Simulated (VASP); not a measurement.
# Sn (Fd-3m) in VASP: notebook

Sn is run at these levels: PBEsol; tasks: single point.

Program: VASP 6.6.1. These are calculated values, not measurements. Logs are shortened: lines on timing, memory, paths and dates and some standing lists are left out, and cuts for length are marked.

### 1 The cell of the first run

Symmetry: Fd-3m, No. 227, cubic system. Conventional cell: a = 6.552 Å, b = 6.552 Å, c = 6.552 Å, α = 90.00°, β = 90.00°, γ = 90.00°. Sn (site symmetry -43m) has 4 Sn at 2.84 Å within 3.7 Å.

### 2 Single point, PBEsol

Contents of INCAR:

```
PREC     = Accurate       # precision mode
ENCUT    = 520            # plane-wave cutoff, eV
EDIFF    = 1E-6           # SCF threshold, eV
ISMEAR   = 1              # smearing method
SIGMA    = 0.1            # smearing width, eV
LREAL    = F              # projectors in reciprocal space
LASPH    = T              # aspherical terms in the spheres
NELM     = 80             # most SCF steps
ALGO     = Normal         # electronic algorithm
ISIF     = 2              # what is computed and relaxed
LWAVE    = F              # write WAVECAR
LCHARG   = T              # write CHGCAR
GGA      = PS             # functional
LELF     = T              # ELF
LVHAR    = T            
NBANDS   = 21             # bands
```

Contents of KPOINTS:

```
regular mesh
0
Gamma
  8 8 8
```

Contents of POSCAR:

```
Sn
1.0
    0.0000000000      3.2758918662      3.2758918662
    3.2758918662      0.0000000000      3.2758918662
    3.2758918662      3.2758918662      0.0000000000
Sn
2
Direct
    0.0000000000      0.0000000000      0.0000000000
    0.2500000000      0.2500000000      0.2500000000
```

Potentials or basis: VASP PAW PBE potentials, release 64 (Sn_d).

Run with:

```sh
$ cat potpaw_PBE.64/Sn_d/POTCAR > POTCAR
$ mpirun -np 1 vasp_std > vasp.out
```

OUTCAR:

```text
PREC = Accurate
   ENCUT = 520
   EDIFF = 1E-6
   ISMEAR = 1
   LREAL = F
   LASPH = T
   NELM = 80
   ISIF = 2
   GGA = PS

 ion  position               nearest neighbor table
   1  0.000  0.000  0.000-   2 2.84   2 2.84   2 2.84   2 2.84
   2  0.250  0.250  0.250-   1 2.84   1 2.84   1 2.84   1 2.84

  LATTYP: Found a face centered cubic cell.
 ALAT       =     6.5517837324

  Lattice vectors:

 A1 = (   0.0000000000,   3.2758918662,   3.2758918662)
 A2 = (   3.2758918662,   0.0000000000,   3.2758918662)
 A3 = (   3.2758918662,   3.2758918662,   0.0000000000)

Analysis of symmetry for initial positions (statically):
=====================================================================
 Subroutine PRICEL returns:
 Original cell was already a primitive cell.

 Routine SETGRP: Setting up the symmetry group for a
 face centered cubic supercell.

 Subroutine GETGRP returns: Found 48 space group operations
 (whereof 24 operations were pure point group operations)
 out of a pool of 48 trial point group operations.

The static configuration has the point symmetry T_d .
 The point group associated with its full space group is O_h .

Analysis of symmetry for dynamics (positions and initial velocities):
=====================================================================
 Subroutine PRICEL returns:
 Original cell was already a primitive cell.

 Routine SETGRP: Setting up the symmetry group for a
 face centered cubic supercell.

 Subroutine GETGRP returns: Found 48 space group operations
 (whereof 24 operations were pure point group operations)
 out of a pool of 48 trial point group operations.

The dynamic configuration has the point symmetry T_d .
 The point group associated with its full space group is O_h .

 Subroutine INISYM returns: Found 48 space group operations
 (whereof 24 operations are pure point group operations),
 and found     1 'primitive' translations

----------------------------------------------------------------------------------------

                                     Primitive cell

  volume of cell :      70.3103

  direct lattice vectors                    reciprocal lattice vectors
     0.000000000  3.275891866  3.275891866    -0.152630191  0.152630191  0.152630191
     3.275891866  0.000000000  3.275891866     0.152630191 -0.152630191  0.152630191
     3.275891866  3.275891866  0.000000000     0.152630191  0.152630191 -0.152630191

[... 73 lines left out ...]
 SYSTEM =  unknown system
   PREC   = accura    normal or accurate (medium, high low for compatibility)
   ISTART =      0    job   : 0-new  1-cont  2-samecut
   ICHARG =      2    charge: 1-file 2-atom 10-const
   ISPIN  =      1    spin polarized calculation?
   LNONCOLLINEAR =      F non collinear calculations
   LSORBIT =      F    spin-orbit coupling
   LASPH  =      T    aspherical Exc in radial PAW
   ENCUT  =  520.0 eV  38.22 Ry    6.18 a.u.   8.61  8.61  8.61*2*pi/ulx,y,z
   NELM   =     80;   NELMIN=  2; NELMDL= -5     # of ELM steps
   EDIFF  = 0.1E-05   stopping-criterion for ELM
   LREAL  =      F    real-space projection
   EDIFFG = 0.1E-04   stopping-criterion for IOM
   NSW    =      0    number of steps for IOM
   IBRION =     -1    ionic relax: 0-MD 1-quasi-New 2-CG
   NFREE  =      0    steps in history (QN), initial steepest desc. (CG)
   ISIF   =      2    stress and relaxation
   ISYM   =      2    0-nonsym 1-usesym 2-fastsym
   POTIM  = 0.5000    time-step for ionic-motion
   TEBEG  =    0.0;   TEEND  =   0.0 temperature during run
   PSTRESS=    0.0 pullay stress
   NELECT =      28.0000    total number of electrons
   NUPDOWN=      -1.0000    fix difference up-down
   EMIN   =  10.00;   EMAX   =-10.00  energy-range for DOS
   EFERMI =   0.00;   METHOD = LEGACY
   ISMEAR =     1;   SIGMA  =   0.10  broadening in eV -4-tet -1-fermi 0-gaus
   EFERMI_NEDOS =   21; number of points for ismear=-14 and -15
   IALGO  =     38    algorithm
   IMIX   =      4    mixing-type and parameters
     AMIX     =   0.40;   BMIX     =  1.00
     AMIX_MAG =   1.60;   BMIX_MAG =  1.00
  volume/ion in A,a.u.               =      35.16       237.24
  Fermi-wavevector in a.u.,A,eV,Ry     =   1.204448  2.276076 19.737894  1.450694
  Thomas-Fermi vector in A             =   2.340172
   LORBIT       =      0    0 simple, 1 ext, 2 COOP (PROOUT), +10 PAW based schemes
   GGA     = PS    functional components
   LHFCALC =     F    Hartree Fock is set to
   AEXX    =    0.0000 exact exchange contribution
   IVDW    =     0    specifies the selected vdW correction
   LEPSILON=     F    determine dielectric tensor
   LRPA    =     F    only Hartree local field effects (RPA)
 non-spin polarized calculation
 Methfessel and Paxton  Order N= 1 SIGMA  =   0.10
  energy-cutoff  :      520.00
  volume of cell :       70.31
 maximum number of plane-waves:      1924
 NGX is ok and might be reduce to    36
   NGX = 17   NGY = 17   NGZ = 17

 number of electron      27.9999985 magnetization

 Free energy of the ion-electron system (eV)
  ---------------------------------------------------
  ext. energy  EPLUGINS =         0.00000000
  ---------------------------------------------------
  free energy    TOTEN  =        -8.45575765 eV

  energy without entropy =       -8.45603818  energy(sigma->0) =       -8.45585116

 E-fermi :   5.0815     XC(G=0):  -8.9391

 val. band max:        5.0765241317   @ k =   0.5000   0.0000   0.0000
 cond. band min:       5.1746520201   @ k =   0.3750   0.0000   0.0000
 fundamental gap:      0.0981278884
 Fermi energy:         5.0814578012

 k-point     1 :       0.0000    0.0000    0.0000
  band No.  band energies     occupation
      1     -16.3508      2.00000
      2     -16.3508      2.00000
      3     -16.3508      2.00000
      4     -16.2944      2.00000
      5     -16.2944      2.00000
      6     -16.0055      2.00000
[... 565 lines left out ...]
     20      13.6083      0.00000
     21      14.1087      0.00000

 [... further k-points ...]
[... 5 lines left out ...]
  --------------------------------------------------------------------------------------
  -------------------------------------------------------------------------------------
  Total       -0.1393581     -0.1393581     -0.1393581      0.0000000      0.0000000      0.0000000
  in kB       -3.1755883     -3.1755883     -3.1755883      0.0000000      0.0000000      0.0000000
  external PRESSURE =      -3.1755883 kB  Pullay stress =       0.0000000 kB

 VOLUME and BASIS-vectors are now :
 -----------------------------------------------------------------------------
  energy-cutoff  :      520.00
  volume of cell :       70.31
      direct lattice vectors                 reciprocal lattice vectors
     0.000000000  3.275891866  3.275891866    -0.152630191  0.152630191  0.152630191
     3.275891866  0.000000000  3.275891866     0.152630191 -0.152630191  0.152630191
     3.275891866  3.275891866  0.000000000     0.152630191  0.152630191 -0.152630191

 POSITION                                       TOTAL-FORCE (eV/Angst)
 -----------------------------------------------------------------------------------
      0.00000      0.00000      0.00000         0.000000     -0.000000      0.000000
      1.63795      1.63795      1.63795        -0.000000      0.000000     -0.000000
 -----------------------------------------------------------------------------------
    total drift:                                0.000000      0.000000      0.000000

  FREE ENERGIE OF THE ION-ELECTRON SYSTEM (eV)
  ---------------------------------------------------
  free  energy   TOTEN  =        -8.4557576494 eV

  energy  without entropy=       -8.4560381850  energy(sigma->0) =       -8.45585116
```

OSZICAR:

```text
N       E                     dE             d eps       ncg     rms          rms(c)
DAV:   1     0.226837843067E+03    0.22684E+03   -0.14375E+04  1228   0.188E+03
DAV:   2     0.162580654779E+02   -0.21058E+03   -0.20577E+03  1223   0.443E+02
DAV:   3    -0.772684484582E+01   -0.23985E+02   -0.23841E+02  1423   0.141E+02
DAV:   4    -0.852142807100E+01   -0.79458E+00   -0.79422E+00  1373   0.285E+01
DAV:   5    -0.855406133519E+01   -0.32633E-01   -0.32633E-01  1786   0.533E+00    0.316E+00
DAV:   6    -0.848694216258E+01    0.67119E-01   -0.42195E-02  1645   0.269E+00    0.178E+00
DAV:   7    -0.845449608698E+01    0.32446E-01   -0.50586E-02  1434   0.247E+00    0.164E-01
DAV:   8    -0.845544333015E+01   -0.94724E-03   -0.68855E-03  1333   0.953E-01    0.561E-02
DAV:   9    -0.845574943750E+01   -0.30611E-03   -0.37356E-04  1435   0.126E-01    0.116E-02
DAV:  10    -0.845575570935E+01   -0.62719E-05   -0.18777E-05  1604   0.397E-02    0.550E-03
DAV:  11    -0.845575761553E+01   -0.19062E-05   -0.34269E-06  1086   0.109E-02    0.886E-04
DAV:  12    -0.845575764936E+01   -0.33830E-07   -0.12398E-07   894   0.405E-03
   1 F= -.84557576E+01 E0= -.84558512E+01  d E =0.280536E-03
```

stdout:

```text
POSCAR found type information on POSCAR Sn
 POSCAR found :  1 types and       2 ions
 scaLAPACK will be used
 -----------------------------------------------------------------------------
|                                                                             |
|                                                                             |
|     You enforced a specific xc type in the INCAR file but a different       |
|     I HOPE YOU KNOW WHAT YOU ARE DOING!                                     |
|                                                                             |
 -----------------------------------------------------------------------------

 LDA part: xc-table for (Slater+PW92), standard interpolation
 POSCAR, INCAR and KPOINTS ok, starting setup
 FFT: planning ... GRIDC
 FFT: planning ... GRID_SOFT
 FFT: planning ... GRID
 WAVECAR not read
 entering main loop
```

It took 28 s on 1 thread of Intel Xeon 6975P-C, shared host; peak memory 0.21 GiB.

Results:

```
Free energy            : -8.4558 eV
Pressure               : -0.3 GPa
Band gap on the k mesh : zero (band 14 reaches 5.28 eV, above the bottom of band 15 at 5.08 eV)
```

Caveat: the PAW data sets were made with another functional, which shifts forces and pressure a little; spin-orbit coupling is left out, which moves the levels of the heavy elements.

### 3 Single point, PBEsol

This run uses another cell than the first one, of 36.51 Å³/atom, 1.038 times its volume.

Contents of INCAR:

```
SYSTEM = Sn
ALGO = Normal
EDIFF = 1E-7
ENCUT = 520
GGA = PS
ISIF = 2
ISMEAR = 1
LASPH = .TRUE.
LCHARG = .FALSE.
LREAL = .FALSE.
LWAVE = .FALSE.
NBANDS = 21
NELM = 80
PREC = Accurate
SIGMA = 0.1
```

Contents of KPOINTS:

```
k-points
0
G
  8 8 8
  0 0 0
```

Contents of POSCAR:

```
Sn
1.0
    0.0000000000      3.3173632544      3.3173632544
    3.3173632544      0.0000000000      3.3173632544
    3.3173632544      3.3173632544      0.0000000000
Sn
2
Direct
    0.0000000000      0.0000000000      0.0000000000
    0.2500000000      0.2500000000      0.2500000000
```

Potentials or basis: VASP PAW PBE potentials, release 64 (Sn_d).

Run with:

```sh
$ cat potpaw_PBE.64/Sn_d/POTCAR > POTCAR
$ mpirun -np 1 vasp_std > vasp.out
```

OUTCAR:

```text
SYSTEM = Sn
   EDIFF = 1E-7
   ENCUT = 520
   GGA = PS
   ISIF = 2
   ISMEAR = 1
   LASPH = .TRUE.
   LREAL = .FALSE.
   NELM = 80
   PREC = Accurate

 ion  position               nearest neighbor table
   1  0.000  0.000  0.000-   2 2.87   2 2.87   2 2.87   2 2.87
   2  0.250  0.250  0.250-   1 2.87   1 2.87   1 2.87   1 2.87

  LATTYP: Found a face centered cubic cell.
 ALAT       =     6.6347265088

  Lattice vectors:

 A1 = (   0.0000000000,   3.3173632544,   3.3173632544)
 A2 = (   3.3173632544,   0.0000000000,   3.3173632544)
 A3 = (   3.3173632544,   3.3173632544,   0.0000000000)

Analysis of symmetry for initial positions (statically):
=====================================================================
 Subroutine PRICEL returns:
 Original cell was already a primitive cell.

 Routine SETGRP: Setting up the symmetry group for a
 face centered cubic supercell.

 Subroutine GETGRP returns: Found 48 space group operations
 (whereof 24 operations were pure point group operations)
 out of a pool of 48 trial point group operations.

The static configuration has the point symmetry T_d .
[... 152 lines left out ...]

 number of electron      28.0000001 magnetization

 Free energy of the ion-electron system (eV)
  ---------------------------------------------------
  ext. energy  EPLUGINS =         0.00000000
  ---------------------------------------------------
  free energy    TOTEN  =        -8.43950386 eV

  energy without entropy =       -8.43891699  energy(sigma->0) =       -8.43930824

 E-fermi :   4.6838     XC(G=0):  -8.7779

 val. band max:        4.6442448426   @ k =   0.1250   0.0000   0.0000
 cond. band min:       4.7276498677   @ k =   0.3750   0.0000   0.0000
 fundamental gap:      0.0834050251
 Fermi energy:         4.6837801762

 k-point     1 :       0.0000    0.0000    0.0000
  band No.  band energies     occupation
      1     -16.6665      2.00000
      2     -16.6665      2.00000
      3     -16.6665      2.00000
      4     -16.6148      2.00000
      5     -16.6148      2.00000
      6     -16.3538      2.00000
[... 565 lines left out ...]
     20      13.1565      0.00000
     21      13.5863      0.00000

 [... further k-points ...]
[... 5 lines left out ...]
  --------------------------------------------------------------------------------------
  -------------------------------------------------------------------------------------
  Total       -0.7594159     -0.7594159     -0.7594159     -0.0000000      0.0000000     -0.0000000
  in kB      -16.6640741    -16.6640741    -16.6640741     -0.0000000      0.0000000     -0.0000000
  external PRESSURE =     -16.6640741 kB  Pullay stress =       0.0000000 kB

 VOLUME and BASIS-vectors are now :
 -----------------------------------------------------------------------------
  energy-cutoff  :      520.00
  volume of cell :       73.01
      direct lattice vectors                 reciprocal lattice vectors
     0.000000000  3.317363254  3.317363254    -0.150722113  0.150722113  0.150722113
     3.317363254  0.000000000  3.317363254     0.150722113 -0.150722113  0.150722113
     3.317363254  3.317363254  0.000000000     0.150722113  0.150722113 -0.150722113

 POSITION                                       TOTAL-FORCE (eV/Angst)
 -----------------------------------------------------------------------------------
      0.00000      0.00000      0.00000        -0.000000     -0.000000     -0.000000
      1.65868      1.65868      1.65868         0.000000      0.000000      0.000000
 -----------------------------------------------------------------------------------
    total drift:                                0.000000      0.000000      0.000000

  FREE ENERGIE OF THE ION-ELECTRON SYSTEM (eV)
  ---------------------------------------------------
  free  energy   TOTEN  =        -8.4395038592 eV

  energy  without entropy=       -8.4389169913  energy(sigma->0) =       -8.43930824
```

OSZICAR:

```text
N       E                     dE             d eps       ncg     rms          rms(c)
DAV:   1     0.226510123002E+03    0.22651E+03   -0.14559E+04  1233   0.186E+03
DAV:   2     0.163502611270E+02   -0.21016E+03   -0.20607E+03  1223   0.445E+02
DAV:   3    -0.770436029769E+01   -0.24055E+02   -0.23918E+02  1428   0.140E+02
DAV:   4    -0.849509671289E+01   -0.79074E+00   -0.79045E+00  1378   0.283E+01
DAV:   5    -0.852782767129E+01   -0.32731E-01   -0.32730E-01  1858   0.533E+00    0.296E+00
DAV:   6    -0.846717996120E+01    0.60648E-01   -0.37276E-02  1670   0.263E+00    0.169E+00
DAV:   7    -0.843835485972E+01    0.28825E-01   -0.46796E-02  1461   0.240E+00    0.159E-01
DAV:   8    -0.843919817796E+01   -0.84332E-03   -0.66426E-03  1373   0.963E-01    0.512E-02
DAV:   9    -0.843949990077E+01   -0.30172E-03   -0.42967E-04  1523   0.155E-01    0.132E-02
DAV:  10    -0.843950187035E+01   -0.19696E-05   -0.12275E-05  1560   0.264E-02    0.557E-03
DAV:  11    -0.843950386693E+01   -0.19966E-05   -0.34639E-06  1285   0.941E-03    0.475E-04
DAV:  12    -0.843950385917E+01    0.77594E-08   -0.91852E-08  1171   0.228E-03
   1 F= -.84395039E+01 E0= -.84393082E+01  d E =-.586868E-03
```

stdout:

```text
POSCAR found type information on POSCAR Sn
 POSCAR found :  1 types and       2 ions
 scaLAPACK will be used
 -----------------------------------------------------------------------------
|                                                                             |
|                                                                             |
|     You enforced a specific xc type in the INCAR file but a different       |
|     I HOPE YOU KNOW WHAT YOU ARE DOING!                                     |
|                                                                             |
 -----------------------------------------------------------------------------

 LDA part: xc-table for (Slater+PW92), standard interpolation
 POSCAR, INCAR and KPOINTS ok, starting setup
 FFT: planning ... GRIDC
 FFT: planning ... GRID_SOFT
 FFT: planning ... GRID
 WAVECAR not read
 entering main loop
```

It took 30 s on 1 thread of Intel Xeon 6975P-C, shared host; peak memory 0.21 GiB.

Results:

* Free energy: -8.4395 eV
* Pressure: -1.7 GPa
* Band gap on the k mesh: zero (band 14 reaches 4.90 eV, above the bottom of band 15 at 4.63 eV)

Caveat: the PAW data sets were made with another functional, which shifts forces and pressure a little; spin-orbit coupling is left out, which moves the levels of the heavy elements.
